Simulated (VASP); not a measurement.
A run of VASP 6.6.1 is set up as follows.

Contents of INCAR:

```
SYSTEM = SiC
  ALGO = Normal
  EDIFF = 1E-6
  ENCUT = 520
  GGA = RP
  ISIF = 2
  ISMEAR = -1
  LASPH = .TRUE.
  LCHARG = .FALSE.
  LREAL = .FALSE.
  LWAVE = .FALSE.
  NBANDS = 16
  NELM = 80
  PREC = Accurate
  SIGMA = 0.05
```

KPOINTS

```
k-points
0
G
  10 10 5
  0 0 0
```

File POSCAR:

```
SiC
1.0
    3.1075011718      0.0000000000      0.0000000000
   -1.5537505859      2.6911749570      0.0000000000
    0.0000000000      0.0000000000      5.0992932682
Si C
2 2
Direct
    0.6666666667      0.3333333333      0.5045647768
    0.3333333333      0.6666666667      0.0045647768
    0.6666666667      0.3333333333      0.8804352232
    0.3333333333      0.6666666667      0.3804352232
```

Potentials or basis: VASP PAW PBE potentials, release 64 (Si, C).

Run with:

```sh
$ cat potpaw_PBE.64/Si/POTCAR potpaw_PBE.64/C/POTCAR > POTCAR
$ mpirun -np 1 vasp_std > vasp.out
```

**Question.** What does it give for the band gap on the k mesh?

**Answer.** 2.52 eV, indirect (least direct gap 3.95 eV).

**Question.** What does it give for the pressure?

**Answer.** -0.5 GPa.

Caveat: the PAW data sets were made with another functional, which shifts forces and pressure a little. A hybrid or GW would open this gap; RPBE tends to underestimate it.
